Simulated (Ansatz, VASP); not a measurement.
# One calculation of Fe2Co, two programs

```
Fe Co
1.0
     0.00000    4.76336    4.76336
     4.76336    0.00000    4.76336
     4.76336    4.76336    0.00000
Fe Co
4 2
Direct
  0.12500 0.12500 0.12500
  0.62500 0.12500 0.12500
  0.12500 0.12500 0.62500
  0.12500 0.62500 0.12500
  0.00000 0.00000 0.00000
  0.25000 0.25000 0.25000
```

Alike in both runs: task relaxation of cell and atoms; functional PBE; k mesh 8 × 8 × 8; occupations gaussian, width 0.1 eV; no spin polarisation.

```csv
,VASP,Ansatz
version,VASP 6.6.1,Ansatz 0.2.0
potentials or method,"VASP PAW PBE potentials, release 64 (Fe, Co), cutoff 600 eV","scalar-relativistic, plane waves, PAW"
valence electrons in the cell,50,98
```

```tsv
	VASP	Ansatz	Ansatz less VASP
gap on the k mesh at the Fermi level, each at its own relaxed structure (eV)	none	none	-
relaxed volume (Å³/atom)	35.82	36.08	+0.260
relaxed length of the cell vector where the two differ most in proportion (Å)	6.724	6.740	+0.0162
```

A gap of «none» marks a metal or a gap that the smearing closes. VASP's potentials hold 50 valence electrons a cell and Ansatz's 98, so a difference there can come from the potentials and not from the codes.
